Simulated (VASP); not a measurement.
Wanted: the native input for a VASP 6.6.1 run.

```yaml
Task: relaxation of cell and atoms
Functional: PBE
Dispersion: D4
Potentials_or_basis: VASP PAW PBE potentials, release 64 (Ba_sv, Ti_sv, O)
Cutoff: 600 eV
k_mesh: 6 × 6 × 6
Occupations: fermi-dirac, width 0.02 eV
Spin: no spin polarisation
Dipole_correction: no
Further_INCAR_settings: ALGO = Normal; EDIFF = 1e-07; IBRION = 2; EDIFFG = -0.05; NSW = 100; ISIF = 3
```

The structure of BaTiO3 lies in POSCAR:

```
BaTiO3
1.0
    4.0060000000      0.0000000000      0.0000000000
    0.0000000000      4.0060000000      0.0000000000
    0.0000000000      0.0000000000      4.0060000000
Ba Ti O
1 1 3
Direct
    0.5000000000      0.5000000000      0.5000000000
    0.0000000000      0.0000000000      0.0000000000
    0.5000000000      0.0000000000      0.0000000000
    0.0000000000      0.5000000000      0.0000000000
    0.0000000000      0.0000000000      0.5000000000
```

These files were run (other wordings do the same):

INCAR

```
SYSTEM = BaTiO3
ALGO = Normal
EDIFF = 1E-7
EDIFFG = -0.05
ENCUT = 600
GGA = PE
IBRION = 2
ISIF = 3
ISMEAR = -1
IVDW = 13
LASPH = .TRUE.
LCHARG = .FALSE.
LREAL = .FALSE.
LWAVE = .FALSE.
NELM = 80
NSW = 100
PREC = Accurate
SIGMA = 0.02
```

KPOINTS

```
k-points
0
G
  6 6 6
  0 0 0
```

Potentials or basis: VASP PAW PBE potentials, release 64 (Ba_sv, Ti_sv, O).

Run with:

```sh
$ cat potpaw_PBE.64/Ba_sv/POTCAR potpaw_PBE.64/Ti_sv/POTCAR potpaw_PBE.64/O/POTCAR > POTCAR
$ mpirun -np 1 vasp_std > vasp.out
```

It gave:

| Property | Result |
| --- | --- |
| Pressure after relaxing | 0.4 GPa |
| Band gap on the k mesh | 1.74 eV (least direct gap 1.89 eV) |
| Dispersion energy per atom | -0.215 eV |

Caveat: the relaxation stopped at its first step, so nothing moved; spin-orbit coupling is left out, which moves the levels of the heavy elements.

Wall time 53 s on 1 thread of Intel Xeon 8259CL, with other jobs on the host, peak memory 0.2 GiB.
